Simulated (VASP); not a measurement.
A run of VASP 6.6.1:

Contents of INCAR:

```
SYSTEM = Al16Cl
  ALGO = Normal
  DIPOL = 0.5 0.5 0.323
  EDIFF = 1E-7
  ENCUT = 520
  GGA = PE
  IDIPOL = 3
  ISIF = 2
  ISMEAR = 0
  LASPH = .True.
  LCHARG = .False.
  LDIPOL = .True.
  LREAL = Auto
  LWAVE = .False.
  NBANDS = 42
  NELM = 100
  PREC = Accurate
  SIGMA = 0.1
```

File KPOINTS:

```
k-points
0
Gamma
  5 4 1
  0 0 0
```

Contents of POSCAR:

```
Al16Cl
1.0
    5.7135165838      0.0000000000      0.0000000000
    0.0000000000      8.0801326417      0.0000000000
    0.0000000000      0.0000000000     19.7432787023
Al Cl
16 1
Direct
    0.2500000000      0.2500000000      0.2026005944
    0.2500000000      0.7500000000      0.2026005944
    0.7500000000      0.2500000000      0.2026005944
    0.7500000000      0.7500000000      0.2026005944
    0.0000000000      0.0000000000      0.2749482104
    0.0000000000      0.5000000000      0.2749482104
    0.5000000000      0.0000000000      0.2749482104
    0.5000000000      0.5000000000      0.2749482104
    0.2500000000      0.2500000000      0.3495466405
    0.2500000000      0.7500000000      0.3495466405
    0.7500000000      0.2500000000      0.3495466405
    0.7500000000      0.7500000000      0.3495466405
    0.0000000000      0.0000000000      0.4175232912
    0.0000000000      0.5000000000      0.4175232912
    0.5000000000      0.0000000000      0.4175232912
    0.5000000000      0.5000000000      0.4175232912
    0.1666666667      0.2000000000      0.5043059685
```

Potentials or basis: VASP PAW PBE potentials, release 64 (Al, Cl).

Command:

```bash
$ cat potpaw_PBE.64/Al/POTCAR potpaw_PBE.64/Cl/POTCAR > POTCAR
$ mpirun -np 1 vasp_std > vasp.out
```

Hardware: 1 thread of Intel(R) Xeon(R) 6975P-C (Granite Rapids), with other jobs on the host.

Question: Estimate the wall time of this run.

Answer: Wall time 14 min on 1 thread of Intel(R) Xeon(R) 6975P-C (Granite Rapids), with other jobs on the host, peak memory 0.85 GiB. Counts: scf iterations 29, k points 11.
